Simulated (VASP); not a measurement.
Write the native input for VASP 6.6.1 that does the following.

- Task: relaxation of the atoms
- Functional: PBE
- Potentials or basis: VASP PAW PBE potentials, release 64 (Sn_d, S)
- Cutoff: 450 eV
- k mesh: 14 × 14 × 8
- Occupations: fermi-dirac, width 0.02 eV
- Spin: no spin polarisation
- Dipole correction: no
- Further INCAR settings: ALGO = Normal; EDIFF = 1e-07; IBRION = 2; EDIFFG = -0.02; NSW = 80

The structure of SnS2 lies in POSCAR:

```
SnS2
1.0
    3.5808046401      0.0000000000      0.0000000000
   -1.7904023200      3.1010677843      0.0000000000
    0.0000000000      0.0000000000      5.4233546006
Sn S
1 2
Direct
    0.0000000000      0.0000000000      0.0000000000
    0.6666666667      0.3333333333      0.7286993890
    0.3333333333      0.6666666667      0.2713006110
```

These files were run (other wordings do the same):

INCAR

```
SYSTEM = SnS2
ALGO = Normal
EDIFF = 1E-7
EDIFFG = -0.02
ENCUT = 450
GGA = PE
GGA_COMPAT = .False.
IBRION = 2
ISIF = 2
ISMEAR = -1
LASPH = .True.
LCHARG = .False.
LREAL = .False.
LWAVE = .False.
NELM = 120
NELMIN = 4
NSW = 80
PREC = Accurate
SIGMA = 0.02
```

KPOINTS

```
k-points
0
Gamma
  14 14 8
  0 0 0
```

Potentials or basis: VASP PAW PBE potentials, release 64 (Sn_d, S).

Launch:

```bash
$ cat potpaw_PBE.64/Sn_d/POTCAR potpaw_PBE.64/S/POTCAR > POTCAR
$ mpirun -np 1 vasp_std > vasp.out
```

Results of the run:

- Energy gained by relaxing: 0.8 meV/atom
- Ionic steps: 3
- Pressure after relaxing: 8.9 GPa
- Band gap on the k mesh: 0.96 eV (least direct gap 1.79 eV)

Caveat: spin-orbit coupling is left out, which moves the levels of the heavy elements.

Run time: 5.9 min on 1 thread of Oxide Virtual Turin-like Processor, on a shared host, peak memory 0.24 GiB.
